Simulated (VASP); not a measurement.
# GaSb3 (I4/mmm) in VASP: further runs, part 2 of 2

VASP 6.6.1. The steps go on from the part before.

## Step 3: Single point, PBEsol (23.60 Å³/atom)

The input, INCAR:

```
ALGO = Normal
EDIFF = 1E-6
ENCUT = 520
GGA = PS
ISIF = 2
ISMEAR = 0
LASPH = T
LCHARG = T
LELF = T
LREAL = F
LVHAR = T
LWAVE = F
NBANDS = 22
NELM = 100
PREC = Accurate
SIGMA = 0.15
```

The input, KPOINTS:

```
k-points
0
Gamma
  10 10 10
```

The input, POSCAR:

```
GaSb3
1.0
    0.0000000000      3.5501243781      3.7450262065
    3.5501243781      0.0000000000      3.7450262065
    3.5501243781      3.5501243781      0.0000000000
Ga Sb
1 3
Direct
    0.0000000000      0.0000000000      0.0000000000
    0.2500000000      0.2500000000      0.2500000000
    0.7500000000      0.7500000000      0.7500000000
    0.5000000000      0.5000000000      0.5000000000
```

Potentials or basis: VASP PAW PBE potentials, release 64 (Ga_d, Sb).

Command:

```console
cat potpaw_PBE.64/Ga_d/POTCAR potpaw_PBE.64/Sb/POTCAR > POTCAR
mpirun -np 1 vasp_std > vasp.out
```

OUTCAR:

```text
EDIFF = 1E-6
   ENCUT = 520
   GGA = PS
   ISIF = 2
   ISMEAR = 0
   LASPH = T
   LREAL = F
   NELM = 100
   PREC = Accurate

 ion  position               nearest neighbor table
   1  0.000  0.000  0.000-   3 3.13   3 3.13   2 3.13   3 3.13   2 3.13   2 3.13   3 3.13   2 3.13

   2  0.250  0.250  0.250-   1 3.13   1 3.13   1 3.13   4 3.13   4 3.13   4 3.13   1 3.13   4 3.13
                             3 3.55   3 3.55   3 3.55   3 3.55   3 3.75   3 3.75
   3  0.750  0.750  0.750-   4 3.13   4 3.13   1 3.13   4 3.13   1 3.13   1 3.13   4 3.13   1 3.13
                             2 3.55   2 3.55   2 3.55   2 3.55   2 3.75   2 3.75
   4  0.500  0.500  0.500-   2 3.13   2 3.13   2 3.13   3 3.13   3 3.13   3 3.13   2 3.13   3 3.13

  LATTYP: Found a body centered tetragonal cell.
 ALAT       =     5.0206340436
 C/A-ratio  =     1.4918538870

  Lattice vectors:

 A1 = (  -3.5501243781,   0.0000000000,   3.7450262065)
 A2 = (   3.5501243781,   0.0000000000,   3.7450262065)
 A3 = (   0.0000000000,   3.5501243781,  -3.7450262065)

Analysis of symmetry for initial positions (statically):
[... 173 lines left out ...]
  ---------------------------------------------------
  free energy    TOTEN  =       -16.36468331 eV

  energy without entropy =      -16.33913563  energy(sigma->0) =      -16.35190947

 E-fermi :   8.4562     XC(G=0): -10.7246

 val. band max:        8.4511855564   @ k =   0.5000   0.1000   0.3000
 cond. band min:       8.4567783235   @ k =   0.3000  -0.0000   0.2000
 fundamental gap:      0.0055927670
 Fermi energy:         8.4561784991

 k-point     1 :       0.0000    0.0000    0.0000
  band No.  band energies     occupation
      1      -6.2919      2.00000
      2      -6.2884      2.00000
      3      -6.2884      2.00000
      4      -6.2749      2.00000
      5      -6.2685      2.00000
      6      -4.7003      2.00000
[... 589 lines left out ...]
     21      13.3384      0.00000
     22      13.5451      0.00000

 [... further k-points ...]
[... 5 lines left out ...]
  --------------------------------------------------------------------------------------
  -------------------------------------------------------------------------------------
  Total        1.6450016      1.6450016      0.3783846      0.0000000      0.0000000      0.0000000
  in kB       27.9193248     27.9193248      6.4220257      0.0000000      0.0000000      0.0000000
  external PRESSURE =      20.7535585 kB  Pullay stress =       0.0000000 kB

 VOLUME and BASIS-vectors are now :
 -----------------------------------------------------------------------------
  energy-cutoff  :      520.00
  volume of cell :       94.40
      direct lattice vectors                 reciprocal lattice vectors
     0.000000000  3.550124378  3.745026206    -0.140840136  0.140840136  0.133510414
     3.550124378  0.000000000  3.745026206     0.140840136 -0.140840136  0.133510414
     3.550124378  3.550124378  0.000000000     0.140840136  0.140840136 -0.133510414

 POSITION                                       TOTAL-FORCE (eV/Angst)
 -----------------------------------------------------------------------------------
      0.00000      0.00000      0.00000        -0.000000     -0.000000     -0.000000
      1.77506      1.77506      1.87251        -0.000000     -0.000000      0.000000
      5.32519      5.32519      5.61754         0.000000      0.000000     -0.000000
      3.55012      3.55012      3.74503         0.000000      0.000000      0.000000
 -----------------------------------------------------------------------------------
    total drift:                               -0.000000      0.000000      0.000000

  FREE ENERGIE OF THE ION-ELECTRON SYSTEM (eV)
  ---------------------------------------------------
  free  energy   TOTEN  =       -16.3646833145 eV

  energy  without entropy=      -16.3391356294  energy(sigma->0) =      -16.35190947
```

stdout:

```text
POSCAR found type information on POSCAR GaSb
 POSCAR found :  2 types and       4 ions
 scaLAPACK will be used
 -----------------------------------------------------------------------------
|                                                                             |
|                                                                             |
|     You enforced a specific xc type in the INCAR file but a different       |
|     I HOPE YOU KNOW WHAT YOU ARE DOING!                                     |
|                                                                             |
 -----------------------------------------------------------------------------

 LDA part: xc-table for (Slater+PW92), standard interpolation
 POSCAR, INCAR and KPOINTS ok, starting setup
 FFT: planning ... GRIDC
 FFT: planning ... GRID_SOFT
 FFT: planning ... GRID
 WAVECAR not read
 entering main loop
```

Run time: 5.2 min. Hardware: 1 thread of Intel Xeon 8259CL, shared host; peak memory 0.34 GiB.

What came out:

| Quantity | Value |
| --- | --- |
| Free energy | -16.3647 eV |
| Pressure | 2.1 GPa |
| Band gap on the k mesh | zero (bands 14 and 15 overlap by 4.51 eV) |

Levels at points of the mesh, in eV from the Fermi level:
```csv
k point,band 11,band 12,band 13,band 14,band 15,band 16,band 17,band 18
"(0.00, 0.00, 0.00)",-2.83,-2.77,-2.60,-2.60,-2.59,-1.15,-0.60,-0.60
"(0.50, 0.00, 0.00)",-3.76,-3.00,-2.81,-0.13,0.20,1.98,2.51,2.82
"(0.50, 0.50, 0.00)",-5.59,1.21,1.37,1.37,1.79,1.95,2.17,2.17
"(0.50, 0.00, 0.50)",-5.70,0.69,0.81,1.09,1.55,1.64,2.52,2.60
```

Caveat: the PAW data sets were made with another functional, which shifts forces and pressure a little; spin-orbit coupling is left out, which moves the levels of the heavy elements.

## Step 4: Single point, PBEsol (24.25 Å³/atom)

This run uses another cell than the first one, of 24.25 Å³/atom.

The input, INCAR:

```
SYSTEM = GaSb3
PREC     = Accurate       ! precision mode
ENCUT    = 520            ! plane-wave cutoff, eV
EDIFF    = 1E-6           ! SCF threshold, eV
ISMEAR   = 0              ! smearing method
SIGMA    = 0.15           ! smearing width, eV
LREAL    = .False.        ! projectors in reciprocal space
LASPH    = .True.         ! aspherical terms in the spheres
NELM     = 60             ! most SCF steps
ALGO     = Normal         ! electronic algorithm
ISIF     = 2              ! what is computed and relaxed
LWAVE    = .False.        ! write WAVECAR
LCHARG   = .False.        ! write CHGCAR
GGA      = PS             ! functional
NBANDS   = 22             ! bands
```

The input, KPOINTS:

```
Automatic mesh
0
Gamma
  10 10 10
  0 0 0
```

The input, POSCAR:

```
GaSb3
1.0
    0.0000000000      3.5504783856      3.8469433308
    3.5504783856      0.0000000000      3.8469433308
    3.5504783856      3.5504783856      0.0000000000
Ga Sb
1 3
Direct
    0.0000000000      0.0000000000      0.0000000000
    0.2500000000      0.2500000000      0.2500000000
    0.7500000000      0.7500000000      0.7500000000
    0.5000000000      0.5000000000      0.5000000000
```

Command:

```console
cat potpaw_PBE.64/Ga_d/POTCAR potpaw_PBE.64/Sb/POTCAR > POTCAR
mpirun -np 1 vasp_std > vasp.out
```

Wall time 5.7 min (1 thread of Intel Xeon 8259CL, shared host); peak memory 0.34 GiB.

It converged, with:

* Free energy: -16.3596 eV
* Pressure: 0.3 GPa
* Band gap on the k mesh: zero (bands 14 and 15 overlap by 4.43 eV)

Stress tensor (GPa, compression positive):
```
 1.18  0.00  0.00
 0.00  1.18  0.00
 0.00  0.00 -1.32
```

Levels at points of the mesh, in eV from the Fermi level:
| k point | band 10 | band 11 | band 12 | band 13 | band 14 | band 15 | band 16 | band 17 | band 18 | band 19 |
| --- | --- | --- | --- | --- | --- | --- | --- | --- | --- | --- |
| (0.00, 0.00, 0.00) | -2.95 | -2.95 | -2.94 | -2.53 | -2.53 | -2.42 | -1.18 | -0.45 | -0.45 | 3.21 |
| (0.50, 0.00, 0.00) | -3.85 | -3.62 | -2.94 | -2.69 | -0.22 | 0.10 | 1.80 | 2.57 | 2.68 | 3.41 |
| (0.50, 0.50, 0.00) | -5.41 | -5.41 | 1.14 | 1.38 | 1.38 | 1.67 | 1.80 | 2.13 | 2.13 | 3.60 |
| (0.50, 0.00, 0.50) | -5.70 | -5.57 | 0.40 | 0.53 | 0.76 | 1.25 | 1.77 | 2.60 | 2.65 | 4.18 |

Caveat: the PAW data sets were made with another functional, which shifts forces and pressure a little; spin-orbit coupling is left out, which moves the levels of the heavy elements.

## Step 5: Overview

```tsv
cell	gap on the mesh (eV)	pressure (GPa)
a = 5.069, b = 5.069, c = 5.203 Å, angles 59.1, 59.1, 61.7°, 4 atoms	none	2.1
a = 5.160, b = 5.160, c = 5.021 Å, angles 60.9, 60.9, 58.2°, 4 atoms	none	2.1
a = 5.235, b = 5.235, c = 5.021 Å, angles 61.3, 61.3, 57.3°, 4 atoms	none	0.3
```

Alike in all rows: task single point; level PBEsol; potentials or basis VASP PAW PBE potentials, release 64 (Ga_d, Sb); no spin polarisation; k mesh 10 × 10 × 10; cutoff (eV) 520; smearing gaussian 0.15 eV.

Caveats: the PAW data sets were made with another functional, which shifts forces and pressure a little; spin-orbit coupling is left out, which moves the levels of the heavy elements.

Total energies depend on the potentials used, so only differences within one code and one set of settings carry meaning.
